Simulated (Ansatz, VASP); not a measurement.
# CrO2: VASP beside Ansatz

The input INCAR:

```
SYSTEM = CrO2
ALGO = Normal
EDIFF = 1E-7
ENCUT = 520
ISIF = 2
ISMEAR = 0
ISPIN = 2
LASPH = .TRUE.
LCHARG = .FALSE.
LDAU = .TRUE.
LDAUJ = 0 0
LDAUL = 2 -1
LDAUPRINT = 1
LDAUTYPE = 2
LDAUU = 4 0
LMAXMIX = 4
LORBIT = 11
LREAL = .FALSE.
LWAVE = .FALSE.
MAGMOM = 2 0 0
NBANDS = 23
NELM = 150
PREC = Accurate
SIGMA = 0.05
```

KPOINTS

```
k-points
0
G
  7 7 6
  0 0 0
```

Contents of POSCAR:

```
CrO2
1.0
    2.4554341700     -1.5052299900      0.0000000000
    2.4554341700      1.5052299900      0.0000000000
   -0.0024174100      0.0000000000      3.4626770800
Cr O
1 2
Direct
    0.0000000000      0.0000000000      0.0000000000
    0.6879000000      0.6879000000      0.2889000000
    0.3121000000      0.3121000000      0.7111000000
```

Input for Ansatz:

```yaml
crystal:
  lattice:
    - [2.45543417, -1.50522999, 0.0]
    - [2.45543417, 1.50522999, 0.0]
    - [-0.00241741, 0.0, 3.46267708]
  atoms:
    - { symbol: Cr, position: [0.0, 0.0, 0.0], spin: 2.0 }
    - { symbol: O, position: [0.6879, 0.6879, 0.2889] }
    - { symbol: O, position: [0.3121, 0.3121, 0.7111] }
basis:
  ecutwfc: 420
  ecutrho_ratio: 4
kpoints:
  mp_grid: { grid: [7, 7, 6] }
hamiltonian:
  xc: lda
  hubbard: { sites: [{ site: 0, l: d, u_eff: 4.0 }] }
scf:
  occupations: { method: gaussian, width: 0.05 }
  lower_state_search: "off"
  max_iter: 150
output:
  forces: true
  stress: true
  eigenvalues: true
  populations: true
  hubbard: { sites: [{ site: 0, l: d }] }
magnetization:
  spin_polarized: true
```

Alike in both runs: task single point; functional LDA; k mesh 7 × 7 × 6; occupations gaussian, width 0.05 eV; collinear spin; Hubbard terms Cr d U = 4.0 eV.

|  | VASP | Ansatz |
| --- | --- | --- |
| version | VASP 6.6.1 | Ansatz 0.2.0 |
| potentials or method | VASP PAW LDA potentials, release 64 (Cr_pv, O), cutoff 520 eV | scalar-relativistic, plane waves, PAW |
| valence electrons in the cell | 24 | 26 |

```tsv
	VASP	Ansatz	Ansatz less VASP
gap on the k mesh at the Fermi level (eV)	none	none	-
pressure (GPa)	9.2	8.4	-0.77
traceless stress, the component that is largest in VASP (GPa)	-15.00	-16.97	-1.975
rms of the force components (eV/Å)	1.606	1.488	-0.1180
net moment per atom (μB)	0.67	0.67	0.000
size of the moment on the site where the two differ most (μB)	2.36	2.11	-0.256
```

LDA's correlation is that of Perdew and Zunger in VASP and of Perdew and Wang (1992) in Ansatz. Site moments also hang on the region over which each program counts them. The programs project onto different local orbitals, so the same U acts differently, and such runs can settle in different states. Atom by atom the forces differ by 0.119 eV/Å (rms over components). A gap of «none» marks a metal or a gap that the smearing closes. VASP's potentials hold 24 valence electrons a cell and Ansatz's 26, so a difference there can come from the potentials and not from the codes. Ansatz's warnings: filled band counts differ across k points.
